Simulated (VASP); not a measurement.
# Pb (Pm-3m) in VASP: a series of runs

Runs on Pb. Level: revPBE. Tasks: single point, relaxation of cell and atoms.

Program: VASP 6.6.1. These are calculated values, not measurements. Logs are shortened: lines on timing, memory, paths and dates and some standing lists are left out, and cuts for length are marked.

### Step 1. The cell of the first run

Symmetry: Pm-3m, No. 221, cubic system. Conventional cell: a = 3.411 Å, b = 3.411 Å, c = 3.411 Å, α = 90.00°, β = 90.00°, γ = 90.00°. Within 4.5 Å of Pb (site symmetry m-3m) lie 6 Pb at 3.41 Å.

### Step 2. Single point, revPBE (volume scaled by 1.12)

INCAR reads:

```
SYSTEM = Pb
PREC = Accurate ; ENCUT = 520
EDIFF = 1E-6 ; ISMEAR = -1
SIGMA = 0.1 ; LREAL = .FALSE.
LASPH = .TRUE. ; NELM = 100
ALGO = Normal ; ISIF = 2
LWAVE = .FALSE. ; LCHARG = .FALSE.
GGA = RE ; NBANDS = 13
```

KPOINTS reads:

```
regular mesh
0
G
  11 11 11
  0 0 0
```

POSCAR reads:

```
Pb
1.0
    3.4112458520      0.0000000000      0.0000000000
    0.0000000000      3.4112458520      0.0000000000
    0.0000000000      0.0000000000      3.4112458520
Pb
1
Direct
    0.0000000000      0.0000000000      0.0000000000
```

Potentials or basis: VASP PAW PBE potentials, release 64 (Pb_d).

Command:

```sh
> cat potpaw_PBE.64/Pb_d/POTCAR > POTCAR
> mpirun -np 1 vasp_std > vasp.out
```

OUTCAR:

```text
SYSTEM = Pb
   PREC = Accurate
   ENCUT = 520
   EDIFF = 1E-6
   ISMEAR = -1
   LREAL = .FALSE.
   LASPH = .TRUE.
   NELM = 100
   ISIF = 2
   GGA = RE

 ion  position               nearest neighbor table
   1  0.000  0.000  0.000-

  LATTYP: Found a simple cubic cell.
 ALAT       =     3.4112458520

  Lattice vectors:

 A1 = (   3.4112458520,   0.0000000000,   0.0000000000)
 A2 = (   0.0000000000,   3.4112458520,   0.0000000000)
 A3 = (   0.0000000000,   0.0000000000,   3.4112458520)

Analysis of symmetry for initial positions (statically):
=====================================================================
 Subroutine PRICEL returns:
 Original cell was already a primitive cell.

 Routine SETGRP: Setting up the symmetry group for a
 simple cubic supercell.

 Subroutine GETGRP returns: Found 48 space group operations
 (whereof 48 operations were pure point group operations)
 out of a pool of 48 trial point group operations.

The static configuration has the point symmetry O_h .

Analysis of symmetry for dynamics (positions and initial velocities):
=====================================================================
 Subroutine PRICEL returns:
 Original cell was already a primitive cell.

 Routine SETGRP: Setting up the symmetry group for a
 simple cubic supercell.

 Subroutine GETGRP returns: Found 48 space group operations
 (whereof 48 operations were pure point group operations)
 out of a pool of 48 trial point group operations.

The dynamic configuration has the point symmetry O_h .

 Subroutine INISYM returns: Found 48 space group operations
 (whereof 48 operations are pure point group operations),
 and found     1 'primitive' translations

----------------------------------------------------------------------------------------

                                     Primitive cell

  volume of cell :      39.6953

  direct lattice vectors                    reciprocal lattice vectors
     3.411245852  0.000000000  0.000000000     0.293148030  0.000000000  0.000000000
     0.000000000  3.411245852  0.000000000     0.000000000  0.293148030  0.000000000
     0.000000000  0.000000000  3.411245852     0.000000000  0.000000000  0.293148030

  length of vectors
     3.411245852  3.411245852  3.411245852     0.293148030  0.293148030  0.293148030

  position of ions in fractional coordinates (direct lattice)
     0.000000000  0.000000000  0.000000000

  ion indices of the primitive-cell ions
   primitive index   ion index
                 1           1

----------------------------------------------------------------------------------------

 KPOINTS: regular mesh

Automatic generation of k-mesh.
 Grid dimensions read from file:
 generate k-points for:   11   11   11

 Generating k-lattice:

  Cartesian coordinates                     Fractional coordinates (reciprocal lattice)
     0.026649821  0.000000000  0.000000000     0.090909091  0.000000000  0.000000000
     0.000000000  0.026649821  0.000000000     0.000000000  0.090909091  0.000000000
     0.000000000  0.000000000  0.026649821     0.000000000  0.000000000  0.090909091

  Length of vectors
     0.026649821  0.026649821  0.026649821

  Shift w.r.t. Gamma in fractional coordinates (k-lattice)
     0.000000000  0.000000000  0.000000000

 Subroutine IBZKPT returns following result:
 ===========================================

 Found     56 irreducible k-points:

 Following reciprocal coordinates:
            Coordinates               Weight
  0.000000  0.000000  0.000000      1.000000
  0.090909  0.000000  0.000000      6.000000
  0.181818  0.000000  0.000000      6.000000
  0.272727  0.000000  0.000000      6.000000
  0.363636  0.000000  0.000000      6.000000
  0.454545  0.000000  0.000000      6.000000
[... 16 lines left out ...]
  0.181818  0.090909  0.090909     24.000000
  0.272727  0.090909  0.090909     24.000000
 [... further k-points ...]
   k-points           NKPTS =     56   k-points in BZ     NKDIM =     56   number of bands    NBANDS=     13
   number of dos      NEDOS =    301   number of ions     NIONS =      1
   total plane-waves  NPLWV =  21952
   dimension x,y,z NGX =    28 NGY =   28 NGZ =   28
   dimension x,y,z NGXF=    56 NGYF=   56 NGZF=   56
   ions per type =               1
   NGX,Y,Z   is equivalent  to a cutoff of  13.65, 13.65, 13.65 a.u.
   NGXF,Y,Z  is equivalent  to a cutoff of  27.29, 27.29, 27.29 a.u.
 SYSTEM =  Pb
   PREC   = accura    normal or accurate (medium, high low for compatibility)
   ISTART =      0    job   : 0-new  1-cont  2-samecut
   ICHARG =      2    charge: 1-file 2-atom 10-const
   ISPIN  =      1    spin polarized calculation?
   LNONCOLLINEAR =      F non collinear calculations
   LSORBIT =      F    spin-orbit coupling
   LASPH  =      T    aspherical Exc in radial PAW
   ENCUT  =  520.0 eV  38.22 Ry    6.18 a.u.   6.34  6.34  6.34*2*pi/ulx,y,z
   NELM   =    100;   NELMIN=  2; NELMDL= -5     # of ELM steps
   EDIFF  = 0.1E-05   stopping-criterion for ELM
   LREAL  =      F    real-space projection
   EDIFFG = 0.1E-04   stopping-criterion for IOM
   NSW    =      0    number of steps for IOM
   IBRION =     -1    ionic relax: 0-MD 1-quasi-New 2-CG
   NFREE  =      0    steps in history (QN), initial steepest desc. (CG)
   ISIF   =      2    stress and relaxation
   ISYM   =      2    0-nonsym 1-usesym 2-fastsym
   POTIM  = 0.5000    time-step for ionic-motion
   TEBEG  =    0.0;   TEEND  =   0.0 temperature during run
   PSTRESS=    0.0 pullay stress
   NELECT =      14.0000    total number of electrons
   NUPDOWN=      -1.0000    fix difference up-down
   EMIN   =  10.00;   EMAX   =-10.00  energy-range for DOS
   EFERMI =   0.00;   METHOD = LEGACY
   ISMEAR =    -1;   SIGMA  =   0.10  broadening in eV -4-tet -1-fermi 0-gaus
   EFERMI_NEDOS =   21; number of points for ismear=-14 and -15
   IALGO  =     38    algorithm
   IMIX   =      4    mixing-type and parameters
     AMIX     =   0.40;   BMIX     =  1.00
     AMIX_MAG =   1.60;   BMIX_MAG =  1.00
  volume/ion in A,a.u.               =      39.70       267.88
  Fermi-wavevector in a.u.,A,eV,Ry     =   1.156657  2.185764 18.202619  1.337855
  Thomas-Fermi vector in A             =   2.293275
   LORBIT       =      0    0 simple, 1 ext, 2 COOP (PROOUT), +10 PAW based schemes
   GGA     = RE    functional components
   LHFCALC =     F    Hartree Fock is set to
   AEXX    =    0.0000 exact exchange contribution
   IVDW    =     0    specifies the selected vdW correction
   LEPSILON=     F    determine dielectric tensor
   LRPA    =     F    only Hartree local field effects (RPA)
 non-spin polarized calculation
  energy-cutoff  :      520.00
  volume of cell :       39.70
 maximum number of plane-waves:      1082
 NGX is ok and might be reduce to    28
   NGX = 13   NGY = 13   NGZ = 13

 number of electron      13.9999996 magnetization

 Free energy of the ion-electron system (eV)
  ---------------------------------------------------
  ext. energy  EPLUGINS =         0.00000000
  ---------------------------------------------------
  free energy    TOTEN  =        -3.02323100 eV

  energy without entropy =       -2.99451468  energy(sigma->0) =       -3.00887284

 E-fermi :   4.4582     XC(G=0):  -8.7675

 val. band max:        4.4506748392   @ k =   0.4545   0.4545   0.3636
 cond. band min:       4.4584687765   @ k =   0.4545   0.3636   0.1818
 fundamental gap:      0.0077939373
 Fermi energy:         4.4581722680

 k-point     1 :       0.0000    0.0000    0.0000
  band No.  band energies     occupation
      1     -12.5851      2.00000
      2     -12.5851      2.00000
      3     -12.2305      2.00000
      4     -12.2305      2.00000
      5     -12.2305      2.00000
      6      -5.8359      2.00000
      7       8.8325      0.00000
      8       8.8325      0.00000
      9       8.8325      0.00000
     10      11.2242      0.00000
     11      12.9839      0.00000
     12      12.9839      0.00000
     13      21.5492      0.00000

 k-point     2 :       0.0909    0.0000    0.0000
  band No.  band energies     occupation
      1     -12.5837      2.00000
      2     -12.5626      2.00000
      3     -12.2380      2.00000
      4     -12.2380      2.00000
      5     -12.2299      2.00000
      6      -5.7408      2.00000
      7       7.5775      0.00000
      8       8.9405      0.00000
      9       8.9405      0.00000
     10      11.7051      0.00000
     11      13.0572      0.00000
     12      14.0186      0.00000
     13      20.7822      0.00000

 k-point     3 :       0.1818    0.0000    0.0000
  band No.  band energies     occupation
      1     -12.5801      2.00000
      2     -12.5026      2.00000
      3     -12.2580      2.00000
      4     -12.2580      2.00000
      5     -12.2283      2.00000
      6      -5.4609      2.00000
      7       5.6242      0.00002
      8       9.2492      0.00000
      9       9.2492      0.00000
     10      12.1176      0.00000
     11      13.2786      0.00000
     12      16.3408      0.00000
     13      19.3950      0.00000
[... 305 lines left out ...]
 k-point    23 :       0.1818    0.0909    0.0909
  band No.  band energies     occupation
      1     -12.5457      2.00000
      2     -12.4882      2.00000
      3     -12.2660      2.00000
      4     -12.2652      2.00000
      5     -12.2433      2.00000
      6      -5.2722      2.00000
      7       5.8249      0.00000
      8       8.0058      0.00000
      9       8.2362      0.00000
     10      13.7235      0.00000
     11      14.5424      0.00000
     12      16.3984      0.00000
     13      17.9973      0.00000

 k-point    24 :       0.2727    0.0909    0.0909
  band No.  band energies     occupation
      1     -12.5411      2.00000
      2     -12.4087      2.00000
      3     -12.2928      2.00000
      4     -12.2917      2.00000
      5     -12.2410      2.00000
      6      -4.8343      2.00000
      7       4.0001      1.97971
      8       8.4673      0.00000
      9       8.6945      0.00000
     10      14.0188      0.00000
     11      14.7448      0.00000
     12      16.4393      0.00000
     13      16.7391      0.00000

 [... further k-points ...]

------------------------ aborting loop because EDIFF is reached ----------------------------------------

  FORCE on cell =-STRESS in cart. coord.  units (eV):
  Direction    XX          YY          ZZ          XY          YZ          ZX
  --------------------------------------------------------------------------------------
  -------------------------------------------------------------------------------------
  Total       -0.6752695     -0.6752695     -0.6752695      0.0000000     -0.0000000      0.0000000
  in kB      -27.2551553    -27.2551553    -27.2551553      0.0000000     -0.0000000      0.0000000
  external PRESSURE =     -27.2551553 kB  Pullay stress =       0.0000000 kB

 VOLUME and BASIS-vectors are now :
 -----------------------------------------------------------------------------
  energy-cutoff  :      520.00
  volume of cell :       39.70
      direct lattice vectors                 reciprocal lattice vectors
     3.411245852  0.000000000  0.000000000     0.293148030  0.000000000  0.000000000
     0.000000000  3.411245852  0.000000000     0.000000000  0.293148030  0.000000000
     0.000000000  0.000000000  3.411245852     0.000000000  0.000000000  0.293148030

 POSITION                                       TOTAL-FORCE (eV/Angst)
 -----------------------------------------------------------------------------------
      0.00000      0.00000      0.00000         0.000000      0.000000      0.000000
 -----------------------------------------------------------------------------------
    total drift:                               -0.000000     -0.000000     -0.000000

  FREE ENERGIE OF THE ION-ELECTRON SYSTEM (eV)
  ---------------------------------------------------
  free  energy   TOTEN  =        -3.0232309959 eV

  energy  without entropy=       -2.9945146803  energy(sigma->0) =       -3.00887284
```

Run time: 13 s. Hardware: 1 thread of AMD EPYC 7R13 (Zen 3), shared host; peak memory 0.14 GiB.

Results:

```
Free energy            : -3.0232 eV
Pressure               : -2.7 GPa
Band gap on the k mesh : zero (band 7 reaches 8.83 eV, above the bottom of band 8 at 3.14 eV)
```

Levels at points of the mesh, in eV from the Fermi level:
```csv
k point,band 4,band 5,band 6,band 7,band 8,band 9,band 10,band 11
"(0.00, 0.00, 0.00)",-16.69,-16.69,-10.29,4.37,4.37,4.37,6.77,8.53
```

Caveat: the PAW data sets were made with another functional, which shifts forces and pressure a little; spin-orbit coupling is left out, which moves the levels of the heavy elements.

(Continued in part 2 of 2.)
